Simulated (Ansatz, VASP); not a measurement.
One calculation of C, two programs

The input INCAR:

```
  PREC = Accurate
  ENCUT = 600
  EDIFF = 1E-7
  ISMEAR = 0
  SIGMA = 0.02
  LREAL = False
  LASPH = True
  NELM = 120
  ALGO = Normal
  ISIF = 3
  LWAVE = False
  LCHARG = False
  GGA = CA
  IBRION = 2
  NSW = 100
  EDIFFG = -0.002
  GGA_COMPAT = False
  NELMIN = 4
```

File KPOINTS:

```
regular mesh
0
Gamma
  12 12 12
```

POSCAR

```
C
1.0
    0.0000000000      1.7657957124      1.7657957124
    1.7657957124      0.0000000000      1.7657957124
    1.7657957124      1.7657957124      0.0000000000
C
2
Direct
    0.0000000000      0.0000000000      0.0000000000
    0.2500000000      0.2500000000      0.2500000000
```

Input for Ansatz:

```yaml
crystal:
  lattice:
    - [0.0, 1.7657957124, 1.7657957124]
    - [1.7657957124, 0.0, 1.7657957124]
    - [1.7657957124, 1.7657957124, 0.0]
  atoms:
    - { symbol: C, position: [0.0, 0.0, 0.0] }
    - { symbol: C, position: [0.25, 0.25, 0.25] }
basis:
  ecutwfc: 420
kpoints:
  mp_grid: { grid: [12, 12, 12] }
hamiltonian:
  xc: lda
  pseudopotentials: { kind: paw, azcp: { folder: soft_1 } }
scf:
  occupations: { method: gaussian, width: 0.02 }
output:
  forces: true
  stress: true
  eigenvalues: true
relax:
  adjacent_minimum: "off"
  f_tol: 0.002
  max_steps: 80
  cell: { stress_tol: 0.02 }
```

Alike in both runs: task relaxation of cell and atoms; functional LDA; k mesh 12 × 12 × 12; occupations gaussian, width 0.02 eV; no spin polarisation.

|  | VASP | Ansatz |
| --- | --- | --- |
| version | VASP 6.6.1 | Ansatz 0.2.0 |
| potentials or method | VASP PAW LDA potentials, release 64 (C), cutoff 600 eV | scalar-relativistic, plane waves, PAW |
| valence electrons in the cell | 8 | 8 |

Ansatz gave:

```
gap on the k mesh at the Fermi level, each at its own relaxed structure (eV) : 4.20
relaxed volume (Å³/atom)                                                     : 5.51
relaxed cell length with the largest relative difference (Å)                 : 2.497
```

Q: Which values does VASP return?

A: gap on the k mesh at the Fermi level, each at its own relaxed structure (eV): 4.19; relaxed volume (Å³/atom): 5.52; relaxed cell length with the largest relative difference (Å): 2.499.

Ansatz warns that its potentials were made for another functional, while VASP's fit it. LDA's correlation is that of Perdew and Zunger in VASP and of Perdew and Wang (1992) in Ansatz.
